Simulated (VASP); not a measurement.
# KBr (Fm-3m) in VASP: notebook, part 2 of 2

VASP 6.6.1. Earlier steps stand in the parts before.

### Step 4. Relaxation of cell and atoms, RPBE

This run uses another cell than the first one, of 35.94 Å³/atom.

File INCAR:

```
SYSTEM = KBr
PREC     = Accurate       ! precision mode
ENCUT    = 600            ! plane-wave cutoff, eV
EDIFF    = 1E-6           ! SCF threshold, eV
ISMEAR   = -1             ! smearing method
SIGMA    = 0.05           ! smearing width, eV
LREAL    = .False.        ! projectors in reciprocal space
LASPH    = .True.         ! aspherical terms in the spheres
NELM     = 80             ! most SCF steps
ALGO     = Normal         ! electronic algorithm
ISIF     = 3              ! what is computed and relaxed
LWAVE    = .False.        ! write WAVECAR
LCHARG   = .False.        ! write CHGCAR
GGA      = RP             ! functional
IBRION   = 2              ! ionic algorithm
NSW      = 80             ! ionic steps
EDIFFG   = -0.02          ! ionic threshold
```

File KPOINTS:

```
regular mesh
0
Gamma
  7 7 7
  0 0 0
```

File POSCAR:

```
KBr
1.0
    0.0000000000      3.3000000000      3.3000000000
    3.3000000000      0.0000000000      3.3000000000
    3.3000000000      3.3000000000      0.0000000000
Br K
1 1
Direct
    0.5000000000      0.5000000000      0.5000000000
    0.0000000000      0.0000000000      0.0000000000
```

Potentials or basis: VASP PAW PBE potentials, release 64 (Br, K_sv).

Run with:

```console
> cat potpaw_PBE.64/Br/POTCAR potpaw_PBE.64/K_sv/POTCAR > POTCAR
> mpirun -np 1 vasp_std > vasp.out
```

OUTCAR:

```text
SYSTEM = KBr
   PREC = Accurate
   ENCUT = 600
   EDIFF = 1E-6
   ISMEAR = -1
   LREAL = .False.
   LASPH = .True.
   NELM = 80
   ISIF = 3
   GGA = RP
   IBRION = 2
   NSW = 80
   EDIFFG = -0.02

 ion  position               nearest neighbor table
   1  0.500  0.500  0.500-   2 3.30   2 3.30   2 3.30   2 3.30   2 3.30   2 3.30
   2  0.000  0.000  0.000-   1 3.30   1 3.30   1 3.30   1 3.30   1 3.30   1 3.30

  LATTYP: Found a face centered cubic cell.
 ALAT       =     6.6000000000

  Lattice vectors:

 A1 = (   0.0000000000,   3.3000000000,   3.3000000000)
 A2 = (   3.3000000000,   0.0000000000,   3.3000000000)
 A3 = (   3.3000000000,   3.3000000000,   0.0000000000)

Analysis of symmetry for initial positions (statically):
=====================================================================
 Subroutine PRICEL returns:
 Original cell was already a primitive cell.

 Routine SETGRP: Setting up the symmetry group for a
 face centered cubic supercell.

 Subroutine GETGRP returns: Found 48 space group operations
 (whereof 48 operations were pure point group operations)
 out of a pool of 48 trial point group operations.

The static configuration has the point symmetry O_h .
[... 148 lines left out ...]

 number of electron      16.0000000 magnetization

 Free energy of the ion-electron system (eV)
  ---------------------------------------------------
  ext. energy  EPLUGINS =         0.00000000
  ---------------------------------------------------
  free energy    TOTEN  =        -5.85972421 eV

  energy without entropy =       -5.85972421  energy(sigma->0) =       -5.85972421

------------------------ aborting loop because EDIFF is reached ----------------------------------------

  FORCE on cell =-STRESS in cart. coord.  units (eV):
  Direction    XX          YY          ZZ          XY          YZ          ZX
  --------------------------------------------------------------------------------------
  -------------------------------------------------------------------------------------
  Total        0.9738090      0.9738090      0.9738090     -0.0000000     -0.0000000      0.0000000
  in kB       21.7076374     21.7076374     21.7076374     -0.0000000     -0.0000000      0.0000000
  external PRESSURE =      21.7076374 kB  Pullay stress =       0.0000000 kB
[... 95 lines left out ...]
--------------------------------------- Ionic step        4  -------------------------------------------

 number of electron      16.0000000 magnetization

 Free energy of the ion-electron system (eV)
  ---------------------------------------------------
  ext. energy  EPLUGINS =         0.00000000
  ---------------------------------------------------
  free energy    TOTEN  =        -5.92614785 eV

  energy without entropy =       -5.92614785  energy(sigma->0) =       -5.92614785

 E-fermi :  -0.9250     XC(G=0):  -6.4718

 val. band max:       -2.1172543463   @ k =   0.0000   0.0000   0.0000
 cond. band min:       2.2739007837   @ k =   0.0000   0.0000   0.0000
 fundamental gap:      4.3911551300
 Fermi energy:        -0.9250355191

 k-point     1 :       0.0000    0.0000    0.0000
  band No.  band energies     occupation
      1     -30.3584      2.00000
      2     -14.2122      2.00000
      3     -13.7805      2.00000
      4     -13.7805      2.00000
      5     -13.7805      2.00000
      6      -2.1173      2.00000
      7      -2.1173      2.00000
      8      -2.1173      2.00000
      9       2.2739      0.00000
     10       5.5931      0.00000
     11       5.5931      0.00000
     12       5.5931      0.00000
[... 312 lines left out ...]
  FREE ENERGIE OF THE ION-ELECTRON SYSTEM (eV)
  ---------------------------------------------------
  free  energy   TOTEN  =        -5.9261478511 eV

  energy  without entropy=       -5.9261478511  energy(sigma->0) =       -5.92614785

 reached required accuracy - stopping structural energy minimisation
```

Wall time 48 s (1 thread of AMD EPYC 9R45 (Zen 5), shared host); peak memory 0.22 GiB.

What came out:

```
Free energy                           : -5.9261 eV
Relaxed volume                        : 41.52 Å³/atom
Relaxed cell                          : a = 4.897 Å, b = 4.897 Å, c = 4.897 Å, α = 60.00°, β = 60.00°, γ = 60.00°
Space group after relaxing (to 0.1 Å) : Fm-3m (No. 225)
Energy gained by relaxing             : 33.2 meV/atom
Ionic steps                           : 4
Pressure after relaxing               : 0.0 GPa
Band gap on the k mesh                : 4.39 eV
```

Step by step:
| step | energy change (eV) | largest force (eV/Å) | pressure (GPa) | volume (Å³) |
| --- | --- | --- | --- | --- |
| 1 | 0.0000 | 0.0000 | 2.17 | 71.87 |
| 2 | -0.0494 | 0.0000 | 0.97 | 77.06 |
| 3 | -0.0659 | 0.0000 | 0.15 | 82.02 |
| 4 | -0.0664 | 0.0000 | 0.00 | 83.04 |

Final structure:
```cif
data_structure
_symmetry_space_group_name_H-M 'P 1'
_symmetry_Int_Tables_number 1
_cell_length_a 4.8970
_cell_length_b 4.8970
_cell_length_c 4.8970
_cell_angle_alpha 60.000
_cell_angle_beta 60.000
_cell_angle_gamma 60.000
_cell_volume 83.04
loop_
_atom_site_label
_atom_site_type_symbol
_atom_site_fract_x
_atom_site_fract_y
_atom_site_fract_z
_atom_site_occupancy
Br1 Br 0.50000 0.50000 0.50000 1
K1 K 0.00000 0.00000 0.00000 1
```

Levels at points of the mesh, in eV from the valence-band top:
```tsv
k point	band 6	band 7	band 8	band 9	band 10	band 11
(0.00, 0.00, 0.00)	0.00	0.00	0.00	4.39	7.71	7.71
```

Caveat: the volume moved by over 15 % at a fixed basis, so the end points are rough; the PAW data sets were made with another functional, which shifts forces and pressure a little; an odd mesh through Γ misses points on the zone boundary, where band edges can lie.

### Step 5. Single point, LDA

This run uses another cell than the first one, of 35.94 Å³/atom.

File INCAR:

```
SYSTEM = KBr
PREC     = Accurate       ! precision mode
ENCUT    = 520            ! plane-wave cutoff, eV
EDIFF    = 1E-6           ! SCF threshold, eV
ISMEAR   = -1             ! smearing method
SIGMA    = 0.05           ! smearing width, eV
LREAL    = .False.        ! projectors in reciprocal space
LASPH    = .True.         ! aspherical terms in the spheres
NELM     = 100            ! most SCF steps
ALGO     = Normal         ! electronic algorithm
ISIF     = 2              ! what is computed and relaxed
LWAVE    = .False.        ! write WAVECAR
LCHARG   = .True.         ! write CHGCAR
GGA      = CA             ! functional
LELF     = .True.         ! ELF
LVHAR    = .True.       
NBANDS   = 15             ! bands
```

KPOINTS is that of step 4.

POSCAR is that of step 4.

Potentials or basis: VASP PAW LDA potentials, release 64 (Br, K_sv).

Run with:

```console
> cat potpaw_LDA.64/Br/POTCAR potpaw_LDA.64/K_sv/POTCAR > POTCAR
> mpirun -np 1 vasp_std > vasp.out
```

Run time: 32 s. Hardware: 1 thread of Intel Xeon 8259CL, shared host; peak memory 0.18 GiB.

It converged, with:

- Free energy: -6.7974 eV
- Pressure: -1.6 GPa
- Band gap on the k mesh: 4.04 eV

Levels at points of the mesh, in eV from the valence-band top:
| k point | band 4 | band 5 | band 6 | band 7 | band 8 | band 9 | band 10 | band 11 | band 12 | band 13 |
| --- | --- | --- | --- | --- | --- | --- | --- | --- | --- | --- |
| (0.00, 0.00, 0.00) | -11.12 | -11.12 | 0.00 | 0.00 | 0.00 | 4.04 | 7.35 | 7.35 | 7.35 | 8.22 |

LDA gaps usually lie below the measured ones, often by a third to a half.

### Step 6. Single point, PBEsol+D3(BJ)

This run uses another cell than the first one, of 33.02 Å³/atom.

File INCAR:

```
PREC = Accurate
ENCUT = 520
EDIFF = 1E-6
ISMEAR = -1
SIGMA = 0.05
LREAL = F
LASPH = T
NELM = 80
ALGO = Normal
ISIF = 2
LWAVE = F
LCHARG = T
GGA = PS
IVDW = 12
LELF = T
LVHAR = T
NBANDS = 15
```

File KPOINTS:

```
regular mesh
0
Gamma
  7 7 7
```

File POSCAR:

```
KBr
1.0
    0.0000000000      3.2083050064      3.2083050064
    3.2083050064      0.0000000000      3.2083050064
    3.2083050064      3.2083050064      0.0000000000
Br K
1 1
Direct
    0.5000000000      0.5000000000      0.5000000000
    0.0000000000      0.0000000000      0.0000000000
```

Potentials or basis: VASP PAW PBE potentials, release 64 (Br, K_sv).

Run with:

```console
> cat potpaw_PBE.64/Br/POTCAR potpaw_PBE.64/K_sv/POTCAR > POTCAR
> mpirun -np 1 vasp_std > vasp.out
```

Wall time 26 s (1 thread of AMD EPYC 7R13, shared host); peak memory 0.19 GiB.

It converged, with:

```
Free energy                : -6.8932 eV
Pressure                   : 0.1 GPa
Band gap on the k mesh     : 4.50 eV
Dispersion energy per atom : -0.225 eV
```

Levels at points of the mesh, in eV from the valence-band top:
| k point | band 6 | band 7 | band 8 | band 9 | band 10 | band 11 |
| --- | --- | --- | --- | --- | --- | --- |
| (0.00, 0.00, 0.00) | 0.00 | 0.00 | 0.00 | 4.50 | 7.52 | 7.52 |

Caveat: the PAW data sets were made with another functional, which shifts forces and pressure a little.

### Step 7. The runs side by side

```tsv
task	level	potentials or basis	cell	cutoff (eV)	gap on the mesh (eV)	pressure (GPa)	relaxed volume (Å³/atom)
single point	RPBE	VASP PAW PBE potentials, release 64 (Br, K_sv)	a = 4.893 Å, angles 60.0°, 2 atoms	520	4.40	0.0	-
relaxation of cell and atoms	PBEsol+D4	VASP PAW PBE potentials, release 64 (Br, K_sv)	relaxed from a = 4.667 Å, angles 60.0°, 2 atoms	600	4.38	0.0	34.48
relaxation of cell and atoms	RPBE	VASP PAW PBE potentials, release 64 (Br, K_sv)	relaxed from a = 4.667 Å, angles 60.0°, 2 atoms	600	4.39	0.0	41.52
single point	LDA	VASP PAW LDA potentials, release 64 (Br, K_sv)	a = 4.667 Å, angles 60.0°, 2 atoms	520	4.04	-1.6	-
single point	PBEsol+D3(BJ)	VASP PAW PBE potentials, release 64 (Br, K_sv)	a = 4.537 Å, angles 60.0°, 2 atoms	520	4.50	0.1	-
```

Alike in all rows: no spin polarisation; k mesh 7 × 7 × 7; smearing fermi-dirac 0.05 eV.

Caveats: the PAW data sets were made with another functional, which shifts forces and pressure a little (at least some runs); an odd mesh through Γ misses points on the zone boundary, where band edges can lie (at least some runs); the volume moved by over 15 % at a fixed basis, so the end points are rough (at least some runs).

Absolute energies hang on the potentials; compare differences alone.
